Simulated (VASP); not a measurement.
Wanted: the native input for a VASP 6.6.1 run.

```
Task                   : single point
Functional             : PBE
Potentials or basis    : VASP PAW PBE potentials, release 64 (Ca_sv, Nb_sv)
Cutoff                 : 520 eV
k mesh                 : 3 × 3 × 4
Occupations            : gaussian, width 0.1 eV
Spin                   : no spin polarisation
Dipole correction      : no
Further INCAR settings : ALGO = Fast; EDIFF = 1e-06; NBANDS = 53
```

The structure of Ca3Nb lies in POSCAR:

```
Ca3Nb
1.0
    7.1928659241      0.0000000000      0.0000000000
   -3.5964329621      6.2292046163      0.0000000000
    0.0000000000      0.0000000000      5.6053521701
Ca Nb
6 2
Direct
    0.8221903511      0.6443807023      0.2500000000
    0.1778096489      0.8221903511      0.7500000000
    0.3556192977      0.1778096489      0.2500000000
    0.1778096489      0.3556192977      0.7500000000
    0.8221903511      0.1778096489      0.2500000000
    0.6443807023      0.8221903511      0.7500000000
    0.3333333333      0.6666666667      0.2500000000
    0.6666666667      0.3333333333      0.7500000000
```

One way to write it, as run:

INCAR

```
SYSTEM = Ca3Nb
ALGO = Fast ; EDIFF = 1E-6
ENCUT = 520 ; GGA = PE
ISIF = 2 ; ISMEAR = 0
LASPH = .True. ; LCHARG = .True.
LELF = .True. ; LREAL = .False.
LVHAR = .True. ; LWAVE = .False.
NBANDS = 53 ; NELM = 80
PREC = Accurate ; SIGMA = 0.1
```

KPOINTS

```
k-points
0
Gamma
  3 3 4
  0 0 0
```

Potentials or basis: VASP PAW PBE potentials, release 64 (Ca_sv, Nb_sv).

Run with:

```sh
$ cat potpaw_PBE.64/Ca_sv/POTCAR potpaw_PBE.64/Nb_sv/POTCAR > POTCAR
$ mpirun -np 1 vasp_std > vasp.out
```

It gave:

| Quantity | Value |
| --- | --- |
| Pressure | 0.1 GPa |
| Band gap on the k mesh | zero (bands 43 and 44 overlap by 0.30 eV) |

Wall time 5.1 min on 1 thread of AMD EPYC 9R45 96-Core Processor (Zen 5), on a shared host, peak memory 0.37 GiB.
